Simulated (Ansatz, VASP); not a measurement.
**One calculation of H, two programs**

```
H
1.0
     5.17025    0.00000    0.00000
    -2.58512    4.47757    0.00000
     0.00000    0.00000    3.84952
H
2
Direct
  0.33333 0.66667 0.25000
  0.66667 0.33333 0.75000
```

Alike in both runs: task single point; functional PBEsol; k mesh 6 × 6 × 6; occupations gaussian, width 0.1 eV; no spin polarisation.

```csv
,VASP,Ansatz
version,VASP 6.6.1,Ansatz 0.2.0
potentials or method,"VASP PAW PBE potentials, release 64 (H), cutoff 520 eV","scalar-relativistic, plane waves, PAW"
valence electrons in the cell,2,2
```

```tsv
	VASP	Ansatz	Ansatz less VASP
gap on the k mesh at the Fermi level (eV)	none	none	-
pressure (GPa)	-1.7	-1.7	+0.03
traceless stress, the component that is largest in VASP (GPa)	-0.29	-0.29	+0.001
```

VASP's potentials were made for PBE, not for PBEsol. A gap of «none» marks a metal or a gap that the smearing closes.
